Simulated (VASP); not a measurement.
# Tl (Pm-3m) in VASP: a series of runs

Runs on Tl. Level: BLYP. Tasks: single point.

All numbers are computed with VASP 6.6.1; they aren't measurements. Logs are shortened: lines on timing, memory, paths and dates and some standing lists are left out, and cuts for length are marked.

### Step 1. The cell of the first run

Symmetry: Pm-3m, No. 221, cubic system. Conventional cell: a = 3.381 Å, b = 3.381 Å, c = 3.381 Å, α = 90.00°, β = 90.00°, γ = 90.00°. Tl (site symmetry m-3m) has 6 Tl at 3.38 Å within 4.4 Å.

### Step 2. Single point, BLYP

INCAR reads:

```
PREC     = Accurate       # precision mode
ENCUT    = 520            # plane-wave cutoff, eV
EDIFF    = 1E-7           # SCF threshold, eV
ISMEAR   = -1             # smearing method
SIGMA    = 0.1            # smearing width, eV
LREAL    = F              # projectors in reciprocal space
LASPH    = T              # aspherical terms in the spheres
NELM     = 60             # most SCF steps
ALGO     = Normal         # electronic algorithm
ISIF     = 2              # what is computed and relaxed
LWAVE    = F              # write WAVECAR
LCHARG   = T              # write CHGCAR
GGA      = B5             # functional
ALDAX    = 1.0          
AGGAX    = 1.0          
AGGAC    = 1.0          
ALDAC    = 0.0          
LELF     = T              # ELF
LVHAR    = T            
NBANDS   = 12             # bands
```

KPOINTS reads:

```
regular mesh
0
Gamma
  11 11 11
```

POSCAR reads:

```
Tl
1.0
    3.3810558420      0.0000000000      0.0000000000
    0.0000000000      3.3810558420      0.0000000000
    0.0000000000      0.0000000000      3.3810558420
Tl
1
Direct
    0.0000000000      0.0000000000      0.0000000000
```

Potentials or basis: VASP PAW PBE potentials, release 64 (Tl_d).

Started as:

```sh
$ cat potpaw_PBE.64/Tl_d/POTCAR > POTCAR
$ mpirun -np 1 vasp_std > vasp.out
```

OUTCAR:

```text
PREC = Accurate
   ENCUT = 520
   EDIFF = 1E-7
   ISMEAR = -1
   LREAL = F
   LASPH = T
   NELM = 60
   ISIF = 2
   GGA = B5

 ion  position               nearest neighbor table
   1  0.000  0.000  0.000-

  LATTYP: Found a simple cubic cell.
 ALAT       =     3.3810558420

  Lattice vectors:

 A1 = (   3.3810558420,   0.0000000000,   0.0000000000)
 A2 = (   0.0000000000,   3.3810558420,   0.0000000000)
 A3 = (   0.0000000000,   0.0000000000,   3.3810558420)

Analysis of symmetry for initial positions (statically):
=====================================================================
 Subroutine PRICEL returns:
 Original cell was already a primitive cell.

 Routine SETGRP: Setting up the symmetry group for a
 simple cubic supercell.

 Subroutine GETGRP returns: Found 48 space group operations
 (whereof 48 operations were pure point group operations)
 out of a pool of 48 trial point group operations.

The static configuration has the point symmetry O_h .

Analysis of symmetry for dynamics (positions and initial velocities):
=====================================================================
 Subroutine PRICEL returns:
 Original cell was already a primitive cell.

 Routine SETGRP: Setting up the symmetry group for a
 simple cubic supercell.

 Subroutine GETGRP returns: Found 48 space group operations
 (whereof 48 operations were pure point group operations)
 out of a pool of 48 trial point group operations.

The dynamic configuration has the point symmetry O_h .

 Subroutine INISYM returns: Found 48 space group operations
 (whereof 48 operations are pure point group operations),
 and found     1 'primitive' translations

----------------------------------------------------------------------------------------

                                     Primitive cell

  volume of cell :      38.6507

  direct lattice vectors                    reciprocal lattice vectors
     3.381055842  0.000000000  0.000000000     0.295765597  0.000000000  0.000000000
     0.000000000  3.381055842  0.000000000     0.000000000  0.295765597  0.000000000
     0.000000000  0.000000000  3.381055842     0.000000000  0.000000000  0.295765597

  length of vectors
     3.381055842  3.381055842  3.381055842     0.295765597  0.295765597  0.295765597

  position of ions in fractional coordinates (direct lattice)
     0.000000000  0.000000000  0.000000000

  ion indices of the primitive-cell ions
   primitive index   ion index
                 1           1

----------------------------------------------------------------------------------------

 KPOINTS: regular mesh

Automatic generation of k-mesh.
 Grid dimensions read from file:
 generate k-points for:   11   11   11

 Generating k-lattice:

  Cartesian coordinates                     Fractional coordinates (reciprocal lattice)
     0.026887782  0.000000000  0.000000000     0.090909091  0.000000000  0.000000000
     0.000000000  0.026887782  0.000000000     0.000000000  0.090909091  0.000000000
     0.000000000  0.000000000  0.026887782     0.000000000  0.000000000  0.090909091

  Length of vectors
     0.026887782  0.026887782  0.026887782

  Shift w.r.t. Gamma in fractional coordinates (k-lattice)
     0.000000000  0.000000000  0.000000000

 Subroutine IBZKPT returns following result:
 ===========================================

 Found     56 irreducible k-points:

 Following reciprocal coordinates:
            Coordinates               Weight
  0.000000  0.000000  0.000000      1.000000
  0.090909  0.000000  0.000000      6.000000
  0.181818  0.000000  0.000000      6.000000
  0.272727  0.000000  0.000000      6.000000
  0.363636  0.000000  0.000000      6.000000
  0.454545  0.000000  0.000000      6.000000
[... 16 lines left out ...]
  0.181818  0.090909  0.090909     24.000000
  0.272727  0.090909  0.090909     24.000000
 [... further k-points ...]
   k-points           NKPTS =     56   k-points in BZ     NKDIM =     56   number of bands    NBANDS=     12
   number of dos      NEDOS =    301   number of ions     NIONS =      1
   total plane-waves  NPLWV =  21952
   dimension x,y,z NGX =    28 NGY =   28 NGZ =   28
   dimension x,y,z NGXF=    56 NGYF=   56 NGZF=   56
   ions per type =               1
   NGX,Y,Z   is equivalent  to a cutoff of  13.77, 13.77, 13.77 a.u.
   NGXF,Y,Z  is equivalent  to a cutoff of  27.54, 27.54, 27.54 a.u.
 SYSTEM =  unknown system
   PREC   = accura    normal or accurate (medium, high low for compatibility)
   ISTART =      0    job   : 0-new  1-cont  2-samecut
   ICHARG =      2    charge: 1-file 2-atom 10-const
   ISPIN  =      1    spin polarized calculation?
   LNONCOLLINEAR =      F non collinear calculations
   LSORBIT =      F    spin-orbit coupling
   LASPH  =      T    aspherical Exc in radial PAW
   ENCUT  =  520.0 eV  38.22 Ry    6.18 a.u.   6.29  6.29  6.29*2*pi/ulx,y,z
   NELM   =     60;   NELMIN=  2; NELMDL= -5     # of ELM steps
   EDIFF  = 0.1E-06   stopping-criterion for ELM
   LREAL  =      F    real-space projection
   EDIFFG = 0.1E-05   stopping-criterion for IOM
   NSW    =      0    number of steps for IOM
   IBRION =     -1    ionic relax: 0-MD 1-quasi-New 2-CG
   NFREE  =      0    steps in history (QN), initial steepest desc. (CG)
   ISIF   =      2    stress and relaxation
   ISYM   =      2    0-nonsym 1-usesym 2-fastsym
   POTIM  = 0.5000    time-step for ionic-motion
   TEBEG  =    0.0;   TEEND  =   0.0 temperature during run
   PSTRESS=    0.0 pullay stress
   NELECT =      13.0000    total number of electrons
   NUPDOWN=      -1.0000    fix difference up-down
   EMIN   =  10.00;   EMAX   =-10.00  energy-range for DOS
   EFERMI =   0.00;   METHOD = LEGACY
   ISMEAR =    -1;   SIGMA  =   0.10  broadening in eV -4-tet -1-fermi 0-gaus
   EFERMI_NEDOS =   21; number of points for ismear=-14 and -15
   IALGO  =     38    algorithm
   IMIX   =      4    mixing-type and parameters
     AMIX     =   0.40;   BMIX     =  1.00
     AMIX_MAG =   1.60;   BMIX_MAG =  1.00
  volume/ion in A,a.u.               =      38.65       260.83
  Fermi-wavevector in a.u.,A,eV,Ry     =   1.138510  2.151472 17.635947  1.296206
  Thomas-Fermi vector in A             =   2.275215
   LORBIT       =      0    0 simple, 1 ext, 2 COOP (PROOUT), +10 PAW based schemes
   GGA     = B5    functional components
   LHFCALC =     F    Hartree Fock is set to
   AEXX    =    0.0000 exact exchange contribution
   IVDW    =     0    specifies the selected vdW correction
   LEPSILON=     F    determine dielectric tensor
   LRPA    =     F    only Hartree local field effects (RPA)
 non-spin polarized calculation
  energy-cutoff  :      520.00
  volume of cell :       38.65
 maximum number of plane-waves:      1054
 NGX is ok and might be reduce to    28
   NGX = 13   NGY = 13   NGZ = 13

 number of electron      13.0000000 magnetization

 Free energy of the ion-electron system (eV)
  ---------------------------------------------------
  ext. energy  EPLUGINS =         0.00000000
  ---------------------------------------------------
  free energy    TOTEN  =        -1.65874514 eV

  energy without entropy =       -1.63556681  energy(sigma->0) =       -1.64715598

 E-fermi :   4.4545     XC(G=0):  -8.1416

 val. band max:        4.4435586364   @ k =   0.3636   0.2727   0.0909
 cond. band min:       4.6446986912   @ k =   0.4545   0.4545   0.1818
 fundamental gap:      0.2011400548
 Fermi energy:         4.4544936357

 k-point     1 :       0.0000    0.0000    0.0000
  band No.  band energies     occupation
      1      -7.5347      2.00000
      2      -7.5347      2.00000
      3      -6.8785      2.00000
      4      -6.8785      2.00000
      5      -6.8785      2.00000
      6      -4.3472      2.00000
      7      10.2124      0.00000
      8      10.2124      0.00000
      9      10.2124      0.00000
     10      13.0693      0.00000
     11      14.6021      0.00000
     12      14.6021      0.00000

 k-point     2 :       0.0909    0.0000    0.0000
  band No.  band energies     occupation
      1      -7.5315      2.00000
      2      -7.4980      2.00000
      3      -6.8934      2.00000
      4      -6.8934      2.00000
      5      -6.8772      2.00000
      6      -4.2406      2.00000
      7       8.9850      0.00000
      8      10.3384      0.00000
      9      10.3384      0.00000
     10      13.5084      0.00000
     11      14.6558      0.00000
     12      15.6254      0.00000

 k-point     3 :       0.1818    0.0000    0.0000
  band No.  band energies     occupation
      1      -7.5230      2.00000
      2      -7.4025      2.00000
      3      -6.9331      2.00000
      4      -6.9331      2.00000
      5      -6.8739      2.00000
      6      -3.9182      2.00000
      7       6.9829      0.00000
      8      10.6989      0.00000
      9      10.6989      0.00000
     10      13.8687      0.00000
     11      14.8175      0.00000
     12      17.9749      0.00000

 k-point     4 :       0.2727    0.0000    0.0000
  band No.  band energies     occupation
      1      -7.5119      2.00000
      2      -7.2844      2.00000
      3      -6.9845      2.00000
      4      -6.9845      2.00000
      5      -6.8695      2.00000
      6      -3.3862      2.00000
      7       5.0448      0.00544
      8      11.2371      0.00000
      9      11.2371      0.00000
     10      14.2765      0.00000
     11      15.0864      0.00000
     12      19.2838      0.00000

 k-point     5 :       0.3636    0.0000    0.0000
  band No.  band energies     occupation
      1      -7.5016      2.00000
      2      -7.1826      2.00000
      3      -7.0310      2.00000
      4      -7.0310      2.00000
      5      -6.8654      2.00000
      6      -2.7065      2.00000
      7       3.3871      1.99995
      8      11.8351      0.00000
      9      11.8351      0.00000
     10      14.8253      0.00000
     11      15.4462      0.00000
     12      18.0663      0.00000
[... 228 lines left out ...]
      1      -7.3269      2.00000
      2      -7.3081      2.00000
      3      -7.0353      2.00000
      4      -7.0348      2.00000
      5      -6.6968      2.00000
      6      -0.0766      2.00000
      7       4.1963      1.85943
      8       4.2477      1.77547
      9       9.3485      0.00000
     10      14.5240      0.00000
     11      17.4664      0.00000
     12      17.7547      0.00000

 k-point    22 :       0.0909    0.0909    0.0909
  band No.  band energies     occupation
      1      -7.4739      2.00000
      2      -7.4739      2.00000
      3      -6.9100      2.00000
      4      -6.9066      2.00000
      5      -6.9066      2.00000
      6      -4.0287      2.00000
      7       9.0260      0.00000
      8       9.3373      0.00000
      9       9.3373      0.00000
     10      14.9844      0.00000
     11      15.9018      0.00000
     12      15.9018      0.00000

 k-point    23 :       0.1818    0.0909    0.0909
  band No.  band energies     occupation
      1      -7.4656      2.00000
      2      -7.3742      2.00000
      3      -6.9510      2.00000
      4      -6.9475      2.00000
      5      -6.9039      2.00000
      6      -3.7095      2.00000
      7       7.2112      0.00000
      8       9.4856      0.00000
      9       9.6843      0.00000
     10      15.4711      0.00000
     11      16.0181      0.00000
     12      17.9761      0.00000

 k-point    24 :       0.2727    0.0909    0.0909
  band No.  band energies     occupation
      1      -7.4547      2.00000
      2      -7.2498      2.00000
      3      -7.0049      2.00000
      4      -7.0003      2.00000
      5      -6.8990      2.00000
      6      -3.1834      2.00000
      7       5.2733      0.00056
      8      10.0075      0.00000
      9      10.2117      0.00000
     10      15.6693      0.00000
     11      16.0256      0.00000
     12      17.9266      0.00000

 [... further k-points ...]
[... 5 lines left out ...]
  --------------------------------------------------------------------------------------
  -------------------------------------------------------------------------------------
  Total        0.0084978      0.0084978      0.0084978     -0.0000000      0.0000000     -0.0000000
  in kB        0.3522558      0.3522558      0.3522558     -0.0000000      0.0000000     -0.0000000
  external PRESSURE =       0.3522558 kB  Pullay stress =       0.0000000 kB

 VOLUME and BASIS-vectors are now :
 -----------------------------------------------------------------------------
  energy-cutoff  :      520.00
  volume of cell :       38.65
      direct lattice vectors                 reciprocal lattice vectors
     3.381055842  0.000000000  0.000000000     0.295765597  0.000000000  0.000000000
     0.000000000  3.381055842  0.000000000     0.000000000  0.295765597  0.000000000
     0.000000000  0.000000000  3.381055842     0.000000000  0.000000000  0.295765597

 POSITION                                       TOTAL-FORCE (eV/Angst)
 -----------------------------------------------------------------------------------
      0.00000      0.00000      0.00000         0.000000      0.000000      0.000000
 -----------------------------------------------------------------------------------
    total drift:                               -0.000000     -0.000000     -0.000000

  FREE ENERGIE OF THE ION-ELECTRON SYSTEM (eV)
  ---------------------------------------------------
  free  energy   TOTEN  =        -1.6587451395 eV

  energy  without entropy=       -1.6355668125  energy(sigma->0) =       -1.64715598
```

It took 19 s on 1 thread of AMD EPYC 9R45 (Zen 5), shared host; peak memory 0.14 GiB.

What came out:

| Property | Result |
| --- | --- |
| Free energy | -1.6587 eV |
| Pressure | 0.0 GPa |

Caveat: the PAW data sets were made with another functional, which shifts forces and pressure a little; spin-orbit coupling is left out, which moves the levels of the heavy elements.

### Step 3. Single point, BLYP (volume scaled by 1.04)

INCAR reads:

```
AGGAC = 1.0
AGGAX = 1.0
ALDAC = 0.0
ALDAX = 1.0
ALGO = Normal
EDIFF = 1E-7
ENCUT = 520
GGA = B5
ISIF = 2
ISMEAR = -1
LASPH = T
LCHARG = T
LELF = T
LREAL = F
LVHAR = T
LWAVE = F
NBANDS = 12
NELM = 80
PREC = Accurate
SIGMA = 0.1
```

KPOINTS reads:

```
k-points
0
Gamma
  11 11 11
```

POSCAR reads:

```
Tl
1.0
    3.4255485212      0.0000000000      0.0000000000
    0.0000000000      3.4255485212      0.0000000000
    0.0000000000      0.0000000000      3.4255485212
Tl
1
Direct
    0.0000000000      0.0000000000      0.0000000000
```

Potentials or basis: VASP PAW PBE potentials, release 64 (Tl_d).

Started as:

```sh
$ cat potpaw_PBE.64/Tl_d/POTCAR > POTCAR
$ mpirun -np 1 vasp_std > vasp.out
```

It took 19 s on 1 thread of AMD EPYC 9R45 (Zen 5), shared host; peak memory 0.14 GiB.

It converged, with:

| Quantity | Value |
| --- | --- |
| Free energy | -1.6570 eV |
| Pressure | -0.5 GPa |

Levels at points of the mesh, in eV from the Fermi level:
| k point | band 2 | band 3 | band 4 | band 5 | band 6 | band 7 | band 8 | band 9 | band 10 | band 11 |
| --- | --- | --- | --- | --- | --- | --- | --- | --- | --- | --- |
| (0.00, 0.00, 0.00) | -11.95 | -11.36 | -11.36 | -11.36 | -8.64 | 5.57 | 5.57 | 5.57 | 8.31 | 9.89 |

Caveat: the PAW data sets were made with another functional, which shifts forces and pressure a little; spin-orbit coupling is left out, which moves the levels of the heavy elements.

### Step 4. Single point, BLYP (volume scaled by 1.08)

INCAR reads:

```
SYSTEM = Tl
AGGAC = 1.0
AGGAX = 1.0
ALDAC = 0.0
ALDAX = 1.0
ALGO = Normal
EDIFF = 1E-7
ENCUT = 520
GGA = B5
ISIF = 2
ISMEAR = -1
LASPH = .True.
LCHARG = .False.
LREAL = .False.
LWAVE = .False.
NBANDS = 12
NELM = 60
PREC = Accurate
SIGMA = 0.1
```

KPOINTS reads:

```
k-points
0
Gamma
  11 11 11
  0 0 0
```

POSCAR reads:

```
Tl
1.0
    3.4689144985      0.0000000000      0.0000000000
    0.0000000000      3.4689144985      0.0000000000
    0.0000000000      0.0000000000      3.4689144985
Tl
1
Direct
    0.0000000000      0.0000000000      0.0000000000
```

Started as:

```sh
$ cat potpaw_PBE.64/Tl_d/POTCAR > POTCAR
$ mpirun -np 1 vasp_std > vasp.out
```

It took 18 s on 1 thread of AMD EPYC 9R45 (Zen 5), shared host; peak memory 0.14 GiB.

It converged, with:

```yaml
Free_energy: -1.6505 eV
Pressure: -1.0 GPa
```

Levels at points of the mesh, in eV from the Fermi level:
```csv
k point,band 2,band 3,band 4,band 5,band 6,band 7,band 8,band 9,band 10,band 11
"(0.00, 0.00, 0.00)",-11.93,-11.39,-11.39,-11.39,-8.50,5.39,5.39,5.39,8.02,9.64
```

Caveat: the PAW data sets were made with another functional, which shifts forces and pressure a little; spin-orbit coupling is left out, which moves the levels of the heavy elements.

### Step 5. Single point, BLYP (volume scaled by 1.12)

INCAR reads:

```
SYSTEM = Tl
  PREC = Accurate
  ENCUT = 520
  EDIFF = 1E-7
  ISMEAR = -1
  SIGMA = 0.1
  LREAL = .False.
  LASPH = .True.
  NELM = 80
  ALGO = Normal
  ISIF = 2
  LWAVE = .False.
  LCHARG = .False.
  GGA = B5
  ALDAX = 1.0
  AGGAX = 1.0
  AGGAC = 1.0
  ALDAC = 0.0
  NBANDS = 12
```

KPOINTS reads:

```
Automatic mesh
0
Gamma
  11 11 11
  0 0 0
```

POSCAR reads:

```
Tl
1.0
    3.5112225035      0.0000000000      0.0000000000
    0.0000000000      3.5112225035      0.0000000000
    0.0000000000      0.0000000000      3.5112225035
Tl
1
Direct
    0.0000000000      0.0000000000      0.0000000000
```

Started as:

```sh
$ cat potpaw_PBE.64/Tl_d/POTCAR > POTCAR
$ mpirun -np 1 vasp_std > vasp.out
```

Run time: 15 s. Hardware: 1 thread of AMD EPYC 9R45 (Zen 5), shared host; peak memory 0.14 GiB.

It converged, with:

```
Free energy : -1.6402 eV
Pressure    : -1.3 GPa
```

Levels at points of the mesh, in eV from the Fermi level:
```tsv
k point	band 3	band 4	band 5	band 6	band 7	band 8	band 9	band 10
(0.00, 0.00, 0.00)	-11.42	-11.42	-11.42	-8.37	5.22	5.22	5.22	7.75
```

Caveat: the PAW data sets were made with another functional, which shifts forces and pressure a little; spin-orbit coupling is left out, which moves the levels of the heavy elements.

(Continued in part 2 of 2.)
